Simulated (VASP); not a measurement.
# Be16Cl in VASP: a series of runs

Runs on Be16Cl. Level: PBE+D3(BJ). Tasks: single point.

Everything below comes from runs of VASP 6.6.1. Logs are shortened: lines on timing, memory, paths and dates and some standing lists are left out, and cuts for length are marked.

### Step 1. The cell of the first run

The cell holds a slab with vacuum, 17 atoms: a = 4.580 Å, b = 4.580 Å, c = 16.383 Å, α = 90.00°, β = 90.00°, γ = 60.00°.

### Step 2. Single point, PBE+D3(BJ)

The input, INCAR:

```
ALGO = Normal
EDIFF = 1E-6
ENCUT = 520
GGA = PE
ISIF = 2
ISMEAR = 0
IVDW = 12
LASPH = T
LCHARG = F
LREAL = Auto
LWAVE = F
NBANDS = 34
NELM = 80
PREC = Accurate
SIGMA = 0.05
```

The input, KPOINTS:

```
k-points
0
Gamma
  5 5 1
```

The input, POSCAR:

```
Be16Cl
1.0
    4.5799997983      0.0000000000      0.0000000000
    2.2899998992      3.9663961747      0.0000000000
    0.0000000000      0.0000000000     16.3826450000
Be Cl
16 1
Direct
   -0.1666666667      0.3333333333      0.0610402000
    0.3333333417      0.3333333167      0.0610402000
   -0.1666666833      0.8333333417      0.0610402000
    0.3333333417      0.8333333417      0.0610402000
   -0.0028443641      0.0056887281      0.1731642423
    0.5000000000      0.0000000000      0.1703886168
   -0.0028443641      0.4971556359      0.1731642423
    0.5056887281      0.4971556359      0.1731642423
   -0.1666666667      0.3333333333      0.2845259302
    0.3346298265      0.3307403470      0.2807879703
   -0.1692596530      0.8346298265      0.2807879703
    0.3346298265      0.8346298265      0.2807879703
    0.0091621315     -0.0183242630      0.3954123046
    0.5000000000      0.0000000000      0.3803643146
    0.0091621315      0.5091621315      0.3954123046
    0.4816757370      0.5091621315      0.3954123046
    0.8333333333      0.3333333333      0.4949076458
```

Potentials or basis: VASP PAW PBE potentials, release 64 (Be, Cl).

Started as:

```console
> cat potpaw_PBE.64/Be/POTCAR potpaw_PBE.64/Cl/POTCAR > POTCAR
> mpirun -np 1 vasp_std > vasp.out
```

OUTCAR:

```text
EDIFF = 1E-6
   ENCUT = 520
   GGA = PE
   ISIF = 2
   ISMEAR = 0
   IVDW = 12
   LASPH = T
   LREAL = Auto
   NELM = 80
   PREC = Accurate
 IVDW          = 12

 ion  position               nearest neighbor table
   1  0.833  0.333  0.061-   8 2.25   7 2.25   5 2.25   2 2.29   3 2.29   4 2.29   4 2.29   2 2.29
                             3 2.29
   2  0.333  0.333  0.061-   6 2.23   8 2.27   7 2.27   3 2.29   4 2.29   1 2.29   1 2.29   3 2.29
                             4 2.29
   3  0.833  0.833  0.061-   6 2.23   5 2.27   7 2.27   4 2.29   2 2.29   1 2.29   1 2.29   4 2.29
                             2 2.29
   4  0.333  0.833  0.061-   6 2.23   5 2.27   8 2.27   3 2.29   2 2.29   1 2.29   1 2.29   3 2.29
                             2 2.29
   5  0.997  0.006  0.173-  11 2.21  12 2.21   9 2.24   1 2.25   8 2.25   7 2.25   3 2.27   4 2.27
                             6 2.29   6 2.29   8 2.33   7 2.33
   6  0.500  0.000  0.170-   4 2.23   3 2.23   2 2.23  11 2.23  12 2.23  10 2.23   5 2.29   8 2.29
                             7 2.29   7 2.29   5 2.29   8 2.29
   7  0.997  0.497  0.173-  10 2.21  11 2.21   9 2.24   1 2.25   8 2.25   5 2.25   2 2.27   3 2.27
                             6 2.29   6 2.29   8 2.33   5 2.33
   8  0.506  0.497  0.173-  10 2.21  12 2.21   9 2.24   1 2.25   7 2.25   5 2.25   2 2.27   4 2.27
                             6 2.29   6 2.29   7 2.33   5 2.33
   9  0.833  0.333  0.285-   8 2.24   7 2.24   5 2.24  16 2.29  13 2.29  15 2.29  10 2.29  11 2.29
                            12 2.29  12 2.29  10 2.29  11 2.29
  10  0.335  0.331  0.281-  14 2.09   8 2.21   7 2.21   6 2.23  11 2.27  12 2.27  15 2.28  16 2.28
                             9 2.29   9 2.29  11 2.31  12 2.31
  11  0.831  0.835  0.281-  14 2.09   5 2.21   7 2.21   6 2.23  12 2.27  10 2.27  13 2.28  15 2.28
                             9 2.29   9 2.29  12 2.31  10 2.31
[... 4 lines left out ...]
  14  0.500  0.000  0.380-  11 2.09  12 2.09  10 2.09  13 2.30  13 2.30  15 2.30  15 2.30  16 2.30
                            16 2.30
  15  0.009  0.509  0.395-  17 2.15  16 2.16  13 2.16  10 2.28  11 2.28   9 2.29  14 2.30  14 2.30

  16  0.482  0.509  0.395-  17 2.15  15 2.16  13 2.16  10 2.28  12 2.28   9 2.29  14 2.30  14 2.30

  17  0.833  0.333  0.495-  16 2.15  13 2.15  15 2.15

  LATTYP: Found a hexagonal cell.
 ALAT       =     4.5799997984
 C/A-ratio  =     3.5769968824

  Lattice vectors:

 A1 = (  -2.2899998992,  -3.9663961747,   0.0000000000)
 A2 = (   4.5799997983,   0.0000000000,   0.0000000000)
 A3 = (   0.0000000000,   0.0000000000,  16.3826450000)

Analysis of symmetry for initial positions (statically):
=====================================================================
 Subroutine PRICEL returns:
 Original cell was already a primitive cell.

 Routine SETGRP: Setting up the symmetry group for a
 hexagonal supercell.

 Subroutine GETGRP returns: Found  6 space group operations
 (whereof  2 operations were pure point group operations)
 out of a pool of 24 trial point group operations.

The static configuration has the point symmetry C_1h.
 The point group associated with its full space group is C_3v.

Analysis of symmetry for dynamics (positions and initial velocities):
=====================================================================
 Subroutine PRICEL returns:
 Original cell was already a primitive cell.

 Routine SETGRP: Setting up the symmetry group for a
 hexagonal supercell.

 Subroutine GETGRP returns: Found  6 space group operations
 (whereof  2 operations were pure point group operations)
 out of a pool of 24 trial point group operations.

The dynamic configuration has the point symmetry C_1h.
 The point group associated with its full space group is C_3v.

 Subroutine INISYM returns: Found  6 space group operations
 (whereof  2 operations are pure point group operations),
 and found     1 'primitive' translations

----------------------------------------------------------------------------------------

                                     Primitive cell

  volume of cell :     297.6087

  direct lattice vectors                    reciprocal lattice vectors
     4.579999798  0.000000000  0.000000000     0.218340621 -0.126059016  0.000000000
     2.289999899  3.966396175  0.000000000     0.000000000  0.252118033  0.000000000
     0.000000000  0.000000000 16.382645000     0.000000000  0.000000000  0.061040204

  length of vectors
     4.579999798  4.579999798 16.382645000     0.252118033  0.252118033  0.061040204

  position of ions in fractional coordinates (direct lattice)
     0.833333333  0.333333333  0.061040200
     0.333333342  0.333333317  0.061040200
     0.833333317  0.833333342  0.061040200
     0.333333342  0.833333342  0.061040200
     0.997155636  0.005688728  0.173164242
     0.500000000  0.000000000  0.170388617
[... 9 lines left out ...]
     0.481675737  0.509162131  0.395412305
     0.833333333  0.333333333  0.494907646

  ion indices of the primitive-cell ions
   primitive index   ion index
                 1           1
                 2           2
                 3           3
                 4           4
                 5           5
                 6           6
[... 9 lines left out ...]
                16          16
                17          17

----------------------------------------------------------------------------------------

 KPOINTS: k-points

Automatic generation of k-mesh.
 Grid dimensions read from file:
 generate k-points for:    5    5    1

 Generating k-lattice:

  Cartesian coordinates                     Fractional coordinates (reciprocal lattice)
     0.043668124 -0.025211803  0.000000000     0.200000000  0.000000000  0.000000000
     0.000000000  0.050423607  0.000000000     0.000000000  0.200000000  0.000000000
     0.000000000  0.000000000  0.061040204     0.000000000  0.000000000  1.000000000

  Length of vectors
     0.050423607  0.050423607  0.061040204

  Shift w.r.t. Gamma in fractional coordinates (k-lattice)
     0.000000000  0.000000000  0.000000000

 Subroutine IBZKPT returns following result:
 ===========================================

 Found      5 irreducible k-points:

 Following reciprocal coordinates:
            Coordinates               Weight
  0.000000  0.000000  0.000000      1.000000
  0.200000  0.000000  0.000000      6.000000
  0.400000  0.000000  0.000000      6.000000
  0.400000  0.200000  0.000000      6.000000
 -0.400000  0.200000  0.000000      6.000000
   k-points           NKPTS =      5   k-points in BZ     NKDIM =      5   number of bands    NBANDS=     34
   number of dos      NEDOS =    301   number of ions     NIONS =     17
   total plane-waves  NPLWV = 163296
   dimension x,y,z NGX =    36 NGY =   36 NGZ =  126
   dimension x,y,z NGXF=    72 NGYF=   72 NGZF=  252
   ions per type =              16   1
   NGX,Y,Z   is equivalent  to a cutoff of  13.07, 13.07, 12.79 a.u.
   NGXF,Y,Z  is equivalent  to a cutoff of  26.13, 26.13, 25.57 a.u.
 SYSTEM =  unknown system
   PREC   = accura    normal or accurate (medium, high low for compatibility)
   ISTART =      0    job   : 0-new  1-cont  2-samecut
   ICHARG =      2    charge: 1-file 2-atom 10-const
   ISPIN  =      1    spin polarized calculation?
   LNONCOLLINEAR =      F non collinear calculations
   LSORBIT =      F    spin-orbit coupling
   LASPH  =      T    aspherical Exc in radial PAW
   ENCUT  =  520.0 eV  38.22 Ry    6.18 a.u.   8.52  8.52 30.46*2*pi/ulx,y,z
   NELM   =     80;   NELMIN=  2; NELMDL= -5     # of ELM steps
   EDIFF  = 0.1E-05   stopping-criterion for ELM
   LREAL  =      T    real-space projection
   EDIFFG = 0.1E-04   stopping-criterion for IOM
   NSW    =      0    number of steps for IOM
   IBRION =     -1    ionic relax: 0-MD 1-quasi-New 2-CG
   NFREE  =      0    steps in history (QN), initial steepest desc. (CG)
   ISIF   =      2    stress and relaxation
   ISYM   =      2    0-nonsym 1-usesym 2-fastsym
   POTIM  = 0.5000    time-step for ionic-motion
   TEBEG  =    0.0;   TEEND  =   0.0 temperature during run
   PSTRESS=    0.0 pullay stress
   NELECT =      39.0000    total number of electrons
   NUPDOWN=      -1.0000    fix difference up-down
   EMIN   =  10.00;   EMAX   =-10.00  energy-range for DOS
   EFERMI =   0.00;   METHOD = LEGACY
   ISMEAR =     0;   SIGMA  =   0.05  broadening in eV -4-tet -1-fermi 0-gaus
   EFERMI_NEDOS =   21; number of points for ismear=-14 and -15
   IALGO  =     38    algorithm
   IMIX   =      4    mixing-type and parameters
     AMIX     =   0.40;   BMIX     =  1.00
     AMIX_MAG =   1.60;   BMIX_MAG =  1.00
  volume/ion in A,a.u.               =      17.51       118.14
  Fermi-wavevector in a.u.,A,eV,Ry     =   0.831536  1.571376  9.407782  0.691453
  Thomas-Fermi vector in A             =   1.944440
   LORBIT       =      0    0 simple, 1 ext, 2 COOP (PROOUT), +10 PAW based schemes
   GGA     = PE    functional components
   LHFCALC =     F    Hartree Fock is set to
   AEXX    =    0.0000 exact exchange contribution
   IVDW    =    12    specifies the selected vdW correction
   LEPSILON=     F    determine dielectric tensor
   LRPA    =     F    only Hartree local field effects (RPA)
 non-spin polarized calculation
 Gauss-broadening in eV      SIGMA  =   0.05
  energy-cutoff  :      520.00
  volume of cell :      297.61
 maximum number of plane-waves:      8057
 NGX is ok and might be reduce to    36
   NGX = 17   NGY = 17   NGZ = 61

 number of electron      38.9999999 magnetization

 Free energy of the ion-electron system (eV)
  ---------------------------------------------------
  ext. energy  EPLUGINS =         0.00000000
  ---------------------------------------------------
  free energy    TOTEN  =       -59.57688739 eV

  energy without entropy =      -59.57117876  energy(sigma->0) =      -59.57403307

 E-fermi :   0.8425     XC(G=0):  -6.3269

 val. band max:        0.8264813644   @ k =   0.0000   0.0000   0.0000
 cond. band min:       1.1155233181   @ k =   0.4000   0.0000   0.0000
 fundamental gap:      0.2890419537
 Fermi energy:         0.8424872943

 k-point     1 :       0.0000    0.0000    0.0000
  band No.  band energies     occupation
      1     -16.4398      2.00000
      2      -9.4731      2.00000
      3      -8.0638      2.00000
      4      -6.2528      2.00000
      5      -5.0043      2.00000
      6      -4.5498      2.00000
[... 159 lines left out ...]
     30       6.2544      0.00000
     31       6.4386      0.00000
 [bands above 31 left out]

------------------------ aborting loop because EDIFF is reached ----------------------------------------

 Edisp (eV)   -4.33921

 E8    (eV) :    -1.5563

  FORCE on cell =-STRESS in cart. coord.  units (eV):
  Direction    XX          YY          ZZ          XY          YZ          ZX
  --------------------------------------------------------------------------------------
  -------------------------------------------------------------------------------------
  Total     -11.88423   -11.88423    -0.00682    -0.00000     0.00000    -0.00000
  in kB     -63.97880   -63.97880    -0.03673    -0.00000     0.00000    -0.00000
  external pressure =      -42.66 kB  Pullay stress =        0.00 kB

 VOLUME and BASIS-vectors are now :
 -----------------------------------------------------------------------------
  energy-cutoff  :      520.00
  volume of cell :      297.61
      direct lattice vectors                 reciprocal lattice vectors
     4.579999798  0.000000000  0.000000000     0.218340621 -0.126059016  0.000000000
     2.289999899  3.966396175  0.000000000     0.000000000  0.252118033  0.000000000
     0.000000000  0.000000000 16.382645000     0.000000000  0.000000000  0.061040204

 POSITION                                       TOTAL-FORCE (eV/Angst)
 -----------------------------------------------------------------------------------
      4.58000      1.32213      1.00000         0.000000     -0.000000      0.250259
      2.29000      1.32213      1.00000         0.000000      0.087240     -0.091281
      5.72500      3.30533      1.00000         0.075552     -0.043620     -0.091281
      3.43500      3.30533      1.00000        -0.075552     -0.043620     -0.091281
      4.58000      0.02256      2.83689        -0.000000     -0.001732      0.002504
      2.29000      0.00000      2.79142         0.000000     -0.000000      0.005548
[... 9 lines left out ...]
      3.37206      2.01954      6.47790         0.010227     -0.005905      0.011293
      4.58000      1.32213      8.10790         0.000000     -0.000000     -0.004123
 -----------------------------------------------------------------------------------
    total drift:                                0.000000      0.000000     -0.002445

  FREE ENERGIE OF THE ION-ELECTRON SYSTEM (eV)
  ---------------------------------------------------
  free  energy   TOTEN  =       -63.9160949266 eV

  energy  without entropy=      -63.9103862930  energy(sigma->0) =      -63.91324061
```

It took 70 s on 1 thread of Intel Xeon 6975P-C (Granite Rapids), shared host; peak memory 0.38 GiB.

Results:

```
Free energy                : -63.9161 eV
Largest force              : 0.250 eV/Å
Band gap on the k mesh     : zero (an odd number of electrons rules out a gap without spin polarisation)
Dispersion energy per atom : -0.255 eV
```

Forces on the atoms (eV/Å):
```
Be   0.000  0.000  0.250
Be   0.000  0.087 -0.091
Be   0.076 -0.044 -0.091
Be  -0.076 -0.044 -0.091
Be   0.000 -0.002  0.003
Be   0.000  0.000  0.006
Be   0.002  0.001  0.003
Be  -0.002  0.001  0.003
Be   0.000  0.000 -0.015
Be   0.000  0.004 -0.002
Be   0.003 -0.002 -0.002
Be  -0.003 -0.002 -0.002
Be   0.000  0.012  0.011
Be   0.000  0.000  0.003
Be  -0.010 -0.006  0.011
Be   0.010 -0.006  0.011
Cl   0.000  0.000 -0.004
```

Levels at points of the mesh, in eV from the Fermi level:
| k point | band 18 | band 19 | band 20 | band 21 | band 22 | band 23 |
| --- | --- | --- | --- | --- | --- | --- |
| (0.00, 0.00, 0.00) | -1.94 | -1.86 | -1.86 | -0.02 | 2.44 | 2.54 |

Caveat: an odd number of electrons without spin polarisation forces a metal; a magnetic or distorted state may lie lower.

[end of part 1 of 2]
